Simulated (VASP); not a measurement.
# Pd (Fd-3m) in VASP: notebook

The runs below take Pd through single point, with LDA.

All numbers are computed with VASP 6.6.1; they aren't measurements. Logs are shortened: lines on timing, memory, paths and dates and some standing lists are left out, and cuts for length are marked.

## 1. The cell of the first run

It takes space group Fd-3m (No. 227, cubic). Conventional cell: a = 5.618 Å, b = 5.618 Å, c = 5.618 Å, α = 90.00°, β = 90.00°, γ = 90.00°. Within 3.2 Å of Pd (site symmetry -43m) lie 4 Pd at 2.43 Å.

## 2. Single point, LDA, collinear spin, ferromagnetic start

Input file INCAR:

```
SYSTEM = Pd
  ALGO = Normal
  EDIFF = 1E-7
  ENCUT = 520
  GGA = CA
  ISIF = 2
  ISMEAR = -1
  ISPIN = 2
  LASPH = .True.
  LCHARG = .True.
  LELF = .True.
  LMAXMIX = 4
  LORBIT = 11
  LREAL = .False.
  LVHAR = .True.
  LWAVE = .False.
  MAGMOM = 0.5 0.5
  NBANDS = 21
  NELM = 150
  PREC = Accurate
  SIGMA = 0.05
```

Input file KPOINTS:

```
k-points
0
Gamma
  10 10 10
  0 0 0
```

Input file POSCAR:

```
Pd
1.0
    0.0000000000      2.8089005936      2.8089005936
    2.8089005936      0.0000000000      2.8089005936
    2.8089005936      2.8089005936      0.0000000000
Pd
2
Direct
    0.1250000000      0.1250000000      0.1250000000
    0.8750000000      0.8750000000      0.8750000000
```

Potentials or basis: VASP PAW LDA potentials, release 64 (Pd).

Started as:

```
> cat potpaw_LDA.64/Pd/POTCAR > POTCAR
> mpirun -np 1 vasp_std > vasp.out
```

OUTCAR:

```text
SYSTEM = Pd
   EDIFF = 1E-7
   ENCUT = 520
   GGA = CA
   ISIF = 2
   ISMEAR = -1
   ISPIN = 2
   LASPH = .True.
   LORBIT = 11
   LREAL = .False.
   NELM = 150
   PREC = Accurate

 ion  position               nearest neighbor table
   1  0.125  0.125  0.125-   2 2.43   2 2.43   2 2.43   2 2.43
   2  0.875  0.875  0.875-   1 2.43   1 2.43   1 2.43   1 2.43

  LATTYP: Found a face centered cubic cell.
 ALAT       =     5.6178011872

  Lattice vectors:

 A1 = (   0.0000000000,   2.8089005936,   2.8089005936)
 A2 = (   2.8089005936,   0.0000000000,   2.8089005936)
 A3 = (   2.8089005936,   2.8089005936,   0.0000000000)

Analysis of symmetry for initial positions (statically):
=====================================================================
 Subroutine PRICEL returns:
 Original cell was already a primitive cell.

 Routine SETGRP: Setting up the symmetry group for a
 face centered cubic supercell.

 Subroutine GETGRP returns: Found 48 space group operations
 (whereof 12 operations were pure point group operations)
 out of a pool of 48 trial point group operations.

The static configuration has the point symmetry D_3d.
 The point group associated with its full space group is O_h .

Analysis of symmetry for dynamics (positions and initial velocities):
=====================================================================
 Subroutine PRICEL returns:
 Original cell was already a primitive cell.

 Routine SETGRP: Setting up the symmetry group for a
 face centered cubic supercell.

 Subroutine GETGRP returns: Found 48 space group operations
 (whereof 12 operations were pure point group operations)
 out of a pool of 48 trial point group operations.

The dynamic configuration has the point symmetry D_3d.
 The point group associated with its full space group is O_h .

Analysis of structural, dynamic, and magnetic symmetry:
=====================================================================
 Subroutine PRICEL returns:
 Original cell was already a primitive cell.

 Routine SETGRP: Setting up the symmetry group for a
 face centered cubic supercell.

 Subroutine GETGRP returns: Found 48 space group operations
 (whereof 12 operations were pure point group operations)
 out of a pool of 48 trial point group operations.

The overall configuration has the point symmetry D_3d.
 The point group associated with its full space group is O_h .

 Subroutine INISYM returns: Found 48 space group operations
 (whereof 12 operations are pure point group operations),
 and found     1 'primitive' translations

----------------------------------------------------------------------------------------

                                     Primitive cell

  volume of cell :      44.3240

  direct lattice vectors                    reciprocal lattice vectors
     0.000000000  2.808900594  2.808900594    -0.178005587  0.178005587  0.178005587
     2.808900594  0.000000000  2.808900594     0.178005587 -0.178005587  0.178005587
     2.808900594  2.808900594  0.000000000     0.178005587  0.178005587 -0.178005587

  length of vectors
     3.972385315  3.972385315  3.972385315     0.308314721  0.308314721  0.308314721

  position of ions in fractional coordinates (direct lattice)
     0.125000000  0.125000000  0.125000000
     0.875000000  0.875000000  0.875000000

  ion indices of the primitive-cell ions
   primitive index   ion index
                 1           1
                 2           2

----------------------------------------------------------------------------------------

 KPOINTS: k-points

Automatic generation of k-mesh.
 Grid dimensions read from file:
 generate k-points for:   10   10   10

 Generating k-lattice:

  Cartesian coordinates                     Fractional coordinates (reciprocal lattice)
    -0.017800559  0.017800559  0.017800559     0.100000000  0.000000000  0.000000000
     0.017800559 -0.017800559  0.017800559     0.000000000  0.100000000  0.000000000
     0.017800559  0.017800559 -0.017800559     0.000000000  0.000000000  0.100000000

  Length of vectors
     0.030831472  0.030831472  0.030831472

  Shift w.r.t. Gamma in fractional coordinates (k-lattice)
     0.000000000  0.000000000  0.000000000

 Subroutine IBZKPT returns following result:
 ===========================================

 Found     47 irreducible k-points:

 Following reciprocal coordinates:
            Coordinates               Weight
  0.000000  0.000000  0.000000      1.000000
  0.100000  0.000000  0.000000      8.000000
  0.200000  0.000000  0.000000      8.000000
  0.300000  0.000000  0.000000      8.000000
  0.400000  0.000000  0.000000      8.000000
  0.500000  0.000000  0.000000      4.000000
[... 16 lines left out ...]
  0.300000  0.300000  0.000000      6.000000
  0.400000  0.300000  0.000000     24.000000
 [... further k-points ...]
   k-points           NKPTS =     47   k-points in BZ     NKDIM =     47   number of bands    NBANDS=     21
   number of dos      NEDOS =    301   number of ions     NIONS =      2
   total plane-waves  NPLWV =  27000
   dimension x,y,z NGX =    30 NGY =   30 NGZ =   30
   dimension x,y,z NGXF=    60 NGYF=   60 NGZF=   60
   ions per type =               2
   NGX,Y,Z   is equivalent  to a cutoff of  12.56, 12.56, 12.56 a.u.
   NGXF,Y,Z  is equivalent  to a cutoff of  25.11, 25.11, 25.11 a.u.
 SYSTEM =  Pd
   PREC   = accura    normal or accurate (medium, high low for compatibility)
   ISTART =      0    job   : 0-new  1-cont  2-samecut
   ICHARG =      2    charge: 1-file 2-atom 10-const
   ISPIN  =      2    spin polarized calculation?
   LNONCOLLINEAR =      F non collinear calculations
   LSORBIT =      F    spin-orbit coupling
   LASPH  =      T    aspherical Exc in radial PAW
   ENCUT  =  520.0 eV  38.22 Ry    6.18 a.u.   7.39  7.39  7.39*2*pi/ulx,y,z
   NELM   =    150;   NELMIN=  2; NELMDL= -5     # of ELM steps
   EDIFF  = 0.1E-06   stopping-criterion for ELM
   LREAL  =      F    real-space projection
   EDIFFG = 0.1E-05   stopping-criterion for IOM
   NSW    =      0    number of steps for IOM
   IBRION =     -1    ionic relax: 0-MD 1-quasi-New 2-CG
   NFREE  =      0    steps in history (QN), initial steepest desc. (CG)
   ISIF   =      2    stress and relaxation
   ISYM   =      2    0-nonsym 1-usesym 2-fastsym
   POTIM  = 0.5000    time-step for ionic-motion
   TEBEG  =    0.0;   TEEND  =   0.0 temperature during run
   PSTRESS=    0.0 pullay stress
   NELECT =      20.0000    total number of electrons
   NUPDOWN=      -1.0000    fix difference up-down
   EMIN   =  10.00;   EMAX   =-10.00  energy-range for DOS
   EFERMI =   0.00;   METHOD = LEGACY
   ISMEAR =    -1;   SIGMA  =   0.05  broadening in eV -4-tet -1-fermi 0-gaus
   EFERMI_NEDOS =   21; number of points for ismear=-14 and -15
   IALGO  =     38    algorithm
   IMIX   =      4    mixing-type and parameters
     AMIX     =   0.40;   BMIX     =  1.00
     AMIX_MAG =   1.60;   BMIX_MAG =  1.00
  volume/ion in A,a.u.               =      22.16       149.56
  Fermi-wavevector in a.u.,A,eV,Ry     =   1.255659  2.372852 21.452035  1.576680
  Thomas-Fermi vector in A             =   2.389405
   LORBIT       =     11    0 simple, 1 ext, 2 COOP (PROOUT), +10 PAW based schemes
   GGA     = CA    functional components
   LHFCALC =     F    Hartree Fock is set to
   AEXX    =    0.0000 exact exchange contribution
   IVDW    =     0    specifies the selected vdW correction
   LEPSILON=     F    determine dielectric tensor
   LRPA    =     F    only Hartree local field effects (RPA)
 spin polarized calculation
  energy-cutoff  :      520.00
  volume of cell :       44.32
 maximum number of plane-waves:      1243
 NGX is ok and might be reduce to    30
   NGX = 15   NGY = 15   NGZ = 15

 number of electron      20.0000006 magnetization       0.8034203

 Free energy of the ion-electron system (eV)
  ---------------------------------------------------
  ext. energy  EPLUGINS =         0.00000000
  ---------------------------------------------------
  free energy    TOTEN  =       -10.20867712 eV

  energy without entropy =      -10.16934794  energy(sigma->0) =      -10.18901253

 E-fermi :   4.7085     XC(G=0): -10.8392

 val. band max:        4.6952259886   @ k =   0.5000   0.3000   0.0000
 cond. band min:       4.7156577304   @ k =  -0.3000   0.3000   0.0000
 fundamental gap:      0.0204317419
 Fermi energy:         4.7085360567

 spin component 1

 k-point     1 :       0.0000    0.0000    0.0000
  band No.  band energies     occupation
      1      -0.4187      1.00000
      2       0.7628      1.00000
      3       0.7628      1.00000
      4       0.9309      1.00000
      5       0.9309      1.00000
      6       0.9309      1.00000
[... 13 lines left out ...]
     20      19.1584      0.00000
     21      19.1584      0.00000

 k-point     2 :       0.1000    0.0000    0.0000
  band No.  band energies     occupation
      1      -0.2642      1.00000
      2       0.6574      1.00000
      3       0.6574      1.00000
      4       0.9340      1.00000
      5       1.0785      1.00000
      6       1.0785      1.00000
[... 13 lines left out ...]
     20      18.9532      0.00000
     21      19.3052      0.00000

 k-point     3 :       0.2000    0.0000    0.0000
  band No.  band energies     occupation
      1       0.1484      1.00000
      2       0.5789      1.00000
      3       0.5789      1.00000
      4       0.9666      1.00000
      5       1.2420      1.00000
      6       1.2420      1.00000
[... 13 lines left out ...]
     20      19.5366      0.00000
     21      19.9194      0.00000
[... 457 lines left out ...]
 k-point    23 :       0.3000    0.3000    0.0000
  band No.  band energies     occupation
      1       0.1829      1.00000
      2       0.8638      1.00000
      3       0.8638      1.00000
      4       1.2730      1.00000
      5       1.4615      1.00000
      6       1.4988      1.00000
[... 13 lines left out ...]
     20      23.9007      0.00000
     21      23.9660      0.00000

 k-point    24 :       0.4000    0.3000    0.0000
  band No.  band energies     occupation
      1       0.1955      1.00000
      2       0.7515      1.00000
      3       0.8304      1.00000
      4       1.3183      1.00000
      5       1.6582      1.00000
      6       1.8080      1.00000
[... 13 lines left out ...]
     20      24.1911      0.00000
     21      25.4911      0.00000

 [... further k-points ...]

 spin component 2

 k-point     1 :       0.0000    0.0000    0.0000
  band No.  band energies     occupation
      1      -0.3588      1.00000
      2       0.9794      1.00000
      3       0.9794      1.00000
      4       1.1627      1.00000
      5       1.1627      1.00000
      6       1.1627      1.00000
[... 13 lines left out ...]
     20      19.2129      0.00000
     21      19.2129      0.00000

 k-point     2 :       0.1000    0.0000    0.0000
  band No.  band energies     occupation
      1      -0.2035      1.00000
      2       0.8774      1.00000
      3       0.8774      1.00000
      4       1.1658      1.00000
      5       1.3077      1.00000
      6       1.3077      1.00000
[... 13 lines left out ...]
     20      19.0087      0.00000
     21      19.3817      0.00000

 k-point     3 :       0.2000    0.0000    0.0000
  band No.  band energies     occupation
      1       0.2176      1.00000
      2       0.8002      1.00000
      3       0.8002      1.00000
      4       1.1948      1.00000
      5       1.4716      1.00000
      6       1.4716      1.00000
[... 13 lines left out ...]
     20      19.6143      0.00000
     21      20.0006      0.00000
[... 457 lines left out ...]
 k-point    23 :       0.3000    0.3000    0.0000
  band No.  band energies     occupation
      1       0.3926      1.00000
      2       1.1031      1.00000
      3       1.1031      1.00000
      4       1.3543      1.00000
      5       1.6863      1.00000
      6       1.7115      1.00000
[... 13 lines left out ...]
     20      23.9996      0.00000
     21      24.0324      0.00000

 k-point    24 :       0.4000    0.3000    0.0000
  band No.  band energies     occupation
      1       0.4054      1.00000
      2       0.9783      1.00000
      3       1.0703      1.00000
      4       1.5344      1.00000
      5       1.8847      1.00000
      6       1.9182      1.00000
[... 13 lines left out ...]
     20      24.2671      0.00000
     21      25.5612      0.00000

 [... further k-points ...]
[... 5 lines left out ...]
  --------------------------------------------------------------------------------------
  -------------------------------------------------------------------------------------
  Total       -0.0614763     -0.0614763     -0.0614763      0.0000000     -0.0000000     -0.0000000
  in kB       -2.2221798     -2.2221798     -2.2221798      0.0000000     -0.0000000     -0.0000000
  external PRESSURE =      -2.2221798 kB  Pullay stress =       0.0000000 kB

 VOLUME and BASIS-vectors are now :
 -----------------------------------------------------------------------------
  energy-cutoff  :      520.00
  volume of cell :       44.32
      direct lattice vectors                 reciprocal lattice vectors
     0.000000000  2.808900594  2.808900594    -0.178005587  0.178005587  0.178005587
     2.808900594  0.000000000  2.808900594     0.178005587 -0.178005587  0.178005587
     2.808900594  2.808900594  0.000000000     0.178005587  0.178005587 -0.178005587

 POSITION                                       TOTAL-FORCE (eV/Angst)
 -----------------------------------------------------------------------------------
      0.70223      0.70223      0.70223         0.000000     -0.000000      0.000000
      4.91558      4.91558      4.91558        -0.000000      0.000000     -0.000000
 -----------------------------------------------------------------------------------
    total drift:                               -0.000000      0.000000      0.000000

  FREE ENERGIE OF THE ION-ELECTRON SYSTEM (eV)
  ---------------------------------------------------
  free  energy   TOTEN  =       -10.2086771239 eV

  energy  without entropy=      -10.1693479374  energy(sigma->0) =      -10.18901253

 total charge

# of ion       s       p       d       tot
------------------------------------------
    1        0.539   0.368   8.515   9.422
    2        0.539   0.368   8.515   9.422
--------------------------------------------------
tot          1.077   0.737  17.031  18.844

 magnetization (x)

# of ion       s       p       d       tot
------------------------------------------
    1       -0.003   0.002   0.392   0.390
    2       -0.003   0.002   0.392   0.390
--------------------------------------------------
tot         -0.007   0.003   0.784   0.781
```

Run time: 32 s. Hardware: 1 thread of Intel Xeon 6975P-C (Granite Rapids), shared host; peak memory 0.2 GiB.

What came out:

```yaml
Free_energy: -10.2087 eV
Pressure: -0.2 GPa
Net_moment: 0.80 μB per cell
Site_moments: Pd +0.39 μB
Valence_electrons_inside_the_program's_atomic_spheres: Pd 9.42
```

[end of part 1 of 2]
